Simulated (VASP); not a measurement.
## AlRu: single point with LDA

Crystal: AlRu.

```xyz
2
Lattice="2.9825 0.0000 0.0000 0.0000 2.9825 0.0000 0.0000 0.0000 2.9825" Properties=species:S:1:pos:R:3 pbc="T T T"
Al    0.0000    0.0000    0.0000
Ru    1.4912    1.4912    1.4912
```

```yaml
Program: VASP 6.6.1
Task: single point
Functional: LDA
Potentials_or_basis: VASP PAW LDA potentials, release 64 (Al, Ru_pv)
Cutoff: 520 eV
k_mesh: 6 × 6 × 6
Occupations: gaussian, width 0.1 eV
Spin: no spin polarisation
```

```yaml
Pressure: -5.9 GPa
Band_gap_on_the_k_mesh: zero (an odd number of electrons rules out a gap without spin polarisation)
```

Levels at points of the mesh, in eV from the Fermi level:
| k point | band 4 | band 5 | band 6 | band 7 | band 8 | band 9 | band 10 | band 11 | band 12 | band 13 |
| --- | --- | --- | --- | --- | --- | --- | --- | --- | --- | --- |
| (0.00, 0.00, 0.00) | -9.58 | -3.50 | -3.50 | 0.31 | 0.31 | 0.31 | 6.19 | 6.19 | 6.19 | 11.22 |
| (0.50, 0.00, 0.00) | -5.75 | -5.35 | -2.69 | -1.51 | -1.51 | 0.56 | 2.44 | 7.63 | 11.16 | 11.16 |
| (0.50, 0.50, 0.00) | -5.97 | -2.99 | -1.21 | -1.21 | -1.06 | -1.06 | 1.68 | 5.46 | 6.43 | 10.66 |
| (0.50, 0.50, 0.50) | -4.55 | -4.55 | -4.55 | 1.77 | 1.77 | 2.66 | 4.29 | 4.29 | 4.29 | 8.77 |

It took 9.5 s on 1 thread of AMD EPYC 7R13 (shared host), peak memory 0.1 GiB.

Caveat: the cell stands under tension.
